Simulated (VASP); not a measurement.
# ZrSi3O8 (P-4m2) in VASP: notebook

ZrSi3O8 is run at these levels: PBE; tasks: single point.

Everything below comes from runs of VASP 6.6.1. Logs are shortened: lines on timing, memory, paths and dates and some standing lists are left out, and cuts for length are marked.

## (1) The cell of the first run

Symmetry: P-4m2, No. 115, tetragonal system. The conventional cell has a = 5.501 Å, b = 5.501 Å, c = 8.031 Å, α = 90.00°, β = 90.00°, γ = 90.00°. Within 2.6 Å of Zr (site symmetry -4m2) lie 4 O at 1.94 Å. Si (site symmetry 2mm) has 4 O at 1.62 to 1.63 Å within 2.2 Å. Si (site symmetry -4m2) has 4 O at 1.63 Å within 2.2 Å. Within 2.2 Å of O (site symmetry m) lie 2 Si at 1.63 Å. Within 2.2 Å of O (site symmetry m) lie 1 Si at 1.62 Å and 1 Zr at 1.94 Å.

## (2) Single point, PBE

Input file INCAR:

```
ALGO     = Normal         # electronic algorithm
EDIFF    = 1E-7           # SCF threshold, eV
ENCUT    = 520            # plane-wave cutoff, eV
GGA      = PE             # functional
ISIF     = 2              # what is computed and relaxed
ISMEAR   = 0              # smearing method
LASPH    = True           # aspherical terms in the spheres
LCHARG   = False          # write CHGCAR
LREAL    = False          # projectors in reciprocal space
LWAVE    = False          # write WAVECAR
NBANDS   = 48             # bands
NELM     = 100            # most SCF steps
PREC     = Accurate       # precision mode
SIGMA    = 0.1            # smearing width, eV
```

Input file KPOINTS:

```
k-points
0
Gamma
  4 4 2
```

Input file POSCAR:

```
ZrSi3O8
1.0
    5.5005481000      0.0000000000      0.0000000000
    0.0000000000      5.5005481000      0.0000000000
    0.0000000000      0.0000000000      8.0313462000
Zr Si O
1 3 8
Direct
    0.5000000000      0.5000000000      0.5000000000
    0.0000000000      0.5000000000      0.7804510000
    0.5000000000      0.0000000000      0.2195490000
    0.0000000000      0.0000000000      0.0000000000
    0.0000000000      0.7491400000      0.8914170000
    0.5000000000      0.2339300000      0.3418320000
    0.2339300000      0.5000000000      0.6581680000
    0.7491400000      0.0000000000      0.1085830000
    0.0000000000      0.2508600000      0.8914170000
    0.5000000000      0.7660700000      0.3418320000
    0.7660700000      0.5000000000      0.6581680000
    0.2508600000      0.0000000000      0.1085830000
```

Potentials or basis: VASP PAW PBE potentials, release 64 (Zr_sv, Si, O).

The run is started by

```sh
$ cat potpaw_PBE.64/Zr_sv/POTCAR potpaw_PBE.64/Si/POTCAR potpaw_PBE.64/O/POTCAR > POTCAR
$ mpirun -np 1 vasp_std > vasp.out
```

OUTCAR:

```text
EDIFF = 1E-7
   ENCUT = 520
   GGA = PE
   ISIF = 2
   ISMEAR = 0
   LASPH = True
   LREAL = False
   NELM = 100
   PREC = Accurate

 ion  position               nearest neighbor table
   1  0.500  0.500  0.500-   6 1.94   7 1.94  10 1.94  11 1.94
   2  0.000  0.500  0.780-   7 1.62  11 1.62   9 1.63   5 1.63
   3  0.500  0.000  0.220-   6 1.62  10 1.62   8 1.63  12 1.63
   4  0.000  0.000  0.000-   5 1.63   8 1.63   9 1.63  12 1.63
   5  0.000  0.749  0.891-   4 1.63   2 1.63
   6  0.500  0.234  0.342-   3 1.62   1 1.94
   7  0.234  0.500  0.658-   2 1.62   1 1.94
   8  0.749  0.000  0.109-   4 1.63   3 1.63
   9  0.000  0.251  0.891-   4 1.63   2 1.63
  10  0.500  0.766  0.342-   3 1.62   1 1.94
  11  0.766  0.500  0.658-   2 1.62   1 1.94
  12  0.251  0.000  0.109-   4 1.63   3 1.63

  LATTYP: Found a simple tetragonal cell.
 ALAT       =     5.5005481000
 C/A-ratio  =     1.4600992581

  Lattice vectors:

 A1 = (   5.5005481000,   0.0000000000,   0.0000000000)
 A2 = (   0.0000000000,   5.5005481000,   0.0000000000)
 A3 = (   0.0000000000,   0.0000000000,   8.0313462000)

Analysis of symmetry for initial positions (statically):
=====================================================================
 Subroutine PRICEL returns:
 Original cell was already a primitive cell.

 Routine SETGRP: Setting up the symmetry group for a
 simple tetragonal supercell.

 Subroutine GETGRP returns: Found  8 space group operations
 (whereof  8 operations were pure point group operations)
 out of a pool of 16 trial point group operations.

The static configuration has the point symmetry D_2d.

Analysis of symmetry for dynamics (positions and initial velocities):
=====================================================================
 Subroutine PRICEL returns:
 Original cell was already a primitive cell.

 Routine SETGRP: Setting up the symmetry group for a
 simple tetragonal supercell.

 Subroutine GETGRP returns: Found  8 space group operations
 (whereof  8 operations were pure point group operations)
 out of a pool of 16 trial point group operations.

The dynamic configuration has the point symmetry D_2d.

 Subroutine INISYM returns: Found  8 space group operations
 (whereof  8 operations are pure point group operations),
[... 109 lines left out ...]
   ISIF   =      2    stress and relaxation
   ISYM   =      2    0-nonsym 1-usesym 2-fastsym
   POTIM  = 0.5000    time-step for ionic-motion
   TEBEG  =    0.0;   TEEND  =   0.0 temperature during run
   PSTRESS=    0.0 pullay stress
   NELECT =      72.0000    total number of electrons
   NUPDOWN=      -1.0000    fix difference up-down
   EMIN   =  10.00;   EMAX   =-10.00  energy-range for DOS
   EFERMI =   0.00;   METHOD = LEGACY
   ISMEAR =     0;   SIGMA  =   0.10  broadening in eV -4-tet -1-fermi 0-gaus
   EFERMI_NEDOS =   21; number of points for ismear=-14 and -15
   IALGO  =     38    algorithm
   IMIX   =      4    mixing-type and parameters
     AMIX     =   0.40;   BMIX     =  1.00
     AMIX_MAG =   1.60;   BMIX_MAG =  1.00
  volume/ion in A,a.u.               =      20.25       136.65
  Fermi-wavevector in a.u.,A,eV,Ry     =   1.091404  2.062455 16.206754  1.191163
  Thomas-Fermi vector in A             =   2.227649
   LORBIT       =      0    0 simple, 1 ext, 2 COOP (PROOUT), +10 PAW based schemes
   GGA     = PE    functional components
   LHFCALC =     F    Hartree Fock is set to
   AEXX    =    0.0000 exact exchange contribution
   IVDW    =     0    specifies the selected vdW correction
   LEPSILON=     F    determine dielectric tensor
   LRPA    =     F    only Hartree local field effects (RPA)
 non-spin polarized calculation
 Gauss-broadening in eV      SIGMA  =   0.10
  energy-cutoff  :      520.00
  volume of cell :      243.00
 maximum number of plane-waves:      6612
 NGX is ok and might be reduce to    42
   NGX = 21   NGY = 21   NGZ = 29

 number of electron      71.9999978 magnetization

 Free energy of the ion-electron system (eV)
  ---------------------------------------------------
  ext. energy  EPLUGINS =         0.00000000
  ---------------------------------------------------
  free energy    TOTEN  =       -98.97295057 eV

  energy without entropy =      -98.97295057  energy(sigma->0) =      -98.97295057

 E-fermi :  -0.6158     XC(G=0):  -7.0329

 val. band max:       -1.1860149698   @ k =   0.5000   0.0000   0.5000
 cond. band min:       3.4723138141   @ k =   0.0000   0.0000   0.0000
 fundamental gap:      4.6583287839
 Fermi energy:        -0.6158050405

 k-point     1 :       0.0000    0.0000    0.0000
  band No.  band energies     occupation
      1     -48.1694      2.00000
      2     -26.6202      2.00000
      3     -26.5502      2.00000
      4     -26.5502      2.00000
      5     -20.2105      2.00000
      6     -19.3179      2.00000
[... 601 lines left out ...]
     47       7.7701      0.00000
     48       7.7787      0.00000

------------------------ aborting loop because EDIFF is reached ----------------------------------------

  FORCE on cell =-STRESS in cart. coord.  units (eV):
  Direction    XX          YY          ZZ          XY          YZ          ZX
  --------------------------------------------------------------------------------------
  -------------------------------------------------------------------------------------
  Total        0.1062939      0.1062939      0.2145644      0.0000000     -0.0000000      0.0000000
  in kB        0.7008398      0.7008398      1.4147121      0.0000000     -0.0000000      0.0000000
  external PRESSURE =       0.9387972 kB  Pullay stress =       0.0000000 kB

 VOLUME and BASIS-vectors are now :
 -----------------------------------------------------------------------------
  energy-cutoff  :      520.00
  volume of cell :      243.00
      direct lattice vectors                 reciprocal lattice vectors
     5.500548100  0.000000000  0.000000000     0.181800065  0.000000000  0.000000000
     0.000000000  5.500548100  0.000000000     0.000000000  0.181800065  0.000000000
     0.000000000  0.000000000  8.031346200     0.000000000  0.000000000  0.124512127

 POSITION                                       TOTAL-FORCE (eV/Angst)
 -----------------------------------------------------------------------------------
      2.75027      2.75027      4.01567        -0.000000     -0.000000     -0.000000
      0.00000      2.75027      6.26807        -0.000000     -0.000000      0.036085
      2.75027      0.00000      1.76327        -0.000000     -0.000000     -0.036085
      0.00000      0.00000      0.00000        -0.000000     -0.000000     -0.000000
      0.00000      4.12068      7.15928        -0.000000     -0.003704     -0.000911
      2.75027      1.28674      2.74537        -0.000000     -0.008090     -0.003444
      1.28674      2.75027      5.28598        -0.008090     -0.000000      0.003444
      4.12068      0.00000      0.87207        -0.003704     -0.000000      0.000911
      0.00000      1.37987      7.15928        -0.000000      0.003704     -0.000911
      2.75027      4.21380      2.74537        -0.000000      0.008090     -0.003444
      4.21380      2.75027      5.28598         0.008090      0.000000      0.003444
      1.37987      0.00000      0.87207         0.003704     -0.000000      0.000911
 -----------------------------------------------------------------------------------
    total drift:                               -0.000000     -0.000000     -0.000000

  FREE ENERGIE OF THE ION-ELECTRON SYSTEM (eV)
  ---------------------------------------------------
  free  energy   TOTEN  =       -98.9729505654 eV

  energy  without entropy=      -98.9729505654  energy(sigma->0) =      -98.97295057
```

It took 4 min on 1 thread of Intel Xeon Platinum 8488C (Sapphire Rapids), shared host; peak memory 0.37 GiB.

Results:

```yaml
Free_energy: -98.9730 eV
Pressure: 0.1 GPa
Largest_force: 0.036 eV/Å
Band_gap_on_the_k_mesh: 4.66 eV (least direct gap 4.70 eV)
```

Forces on the atoms (eV/Å):
```
Zr   0.000  0.000  0.000
Si   0.000  0.000  0.036
Si   0.000  0.000 -0.036
Si   0.000  0.000  0.000
O    0.000 -0.004 -0.001
O    0.000 -0.008 -0.003
O   -0.008  0.000  0.003
O   -0.004  0.000  0.001
O    0.000  0.004 -0.001
O    0.000  0.008 -0.003
O    0.008  0.000  0.003
O    0.004  0.000  0.001
```

A k mesh can miss the band edges.

## (3) Single point, PBE

Input file INCAR:

```
SYSTEM = ZrSi3O8
  PREC = Accurate
  ENCUT = 520
  EDIFF = 1E-7
  ISMEAR = 0
  SIGMA = 0.02
  LREAL = .False.
  LASPH = .True.
  NELM = 100
  ALGO = Normal
  ISIF = 2
  LWAVE = .False.
  LCHARG = .False.
  GGA = PE
  NBANDS = 48
```

Input file KPOINTS:

```
regular mesh
0
Gamma
  4 4 4
  0 0 0
```

POSCAR is that of step 2.

Potentials or basis: VASP PAW PBE potentials, release 64 (Zr_sv, Si, O).

The run is started by

```sh
$ cat potpaw_PBE.64/Zr_sv/POTCAR potpaw_PBE.64/Si/POTCAR potpaw_PBE.64/O/POTCAR > POTCAR
$ mpirun -np 1 vasp_std > vasp.out
```

Wall time 4.6 min (1 thread of Intel Xeon Platinum 8488C (Sapphire Rapids), shared host); peak memory 0.4 GiB.

The run converged. Its results:

```yaml
Free_energy: -98.9729 eV
Pressure: 0.1 GPa
Largest_force: 0.036 eV/Å
Band_gap_on_the_k_mesh: 4.66 eV (least direct gap 4.70 eV)
```

Forces on the atoms (eV/Å):
```
Zr   0.000  0.000  0.000
Si   0.000  0.000  0.036
Si   0.000  0.000 -0.036
Si   0.000  0.000  0.000
O    0.000 -0.004 -0.001
O    0.000 -0.008 -0.004
O   -0.008  0.000  0.004
O   -0.004  0.000  0.001
O    0.000  0.004 -0.001
O    0.000  0.008 -0.004
O    0.008  0.000  0.004
O    0.004  0.000  0.001
```

Levels at points of the mesh, in eV from the valence-band top:
| k point | band 32 | band 33 | band 34 | band 35 | band 36 | band 37 | band 38 | band 39 | band 40 | band 41 |
| --- | --- | --- | --- | --- | --- | --- | --- | --- | --- | --- |
| (0.00, 0.00, 0.00) | -0.67 | -0.67 | -0.13 | -0.04 | -0.04 | 4.66 | 5.78 | 5.96 | 6.01 | 7.30 |
| (0.50, 0.00, 0.00) | -0.92 | -0.84 | -0.47 | -0.44 | -0.09 | 5.58 | 5.65 | 6.17 | 6.35 | 6.49 |
| (0.50, 0.50, 0.00) | -1.17 | -0.83 | -0.73 | -0.73 | -0.57 | 5.41 | 6.01 | 6.47 | 6.66 | 6.66 |
| (0.00, 0.00, 0.50) | -0.51 | -0.46 | -0.46 | -0.14 | -0.14 | 5.18 | 5.68 | 5.80 | 5.99 | 6.19 |
| (0.50, 0.00, 0.50) | -1.12 | -1.00 | -0.75 | -0.19 | 0.00 | 5.59 | 5.64 | 6.24 | 6.38 | 6.80 |
| (0.50, 0.50, 0.50) | -0.91 | -0.77 | -0.74 | -0.60 | -0.60 | 5.48 | 6.12 | 6.40 | 6.58 | 6.58 |

A k mesh can miss the band edges.
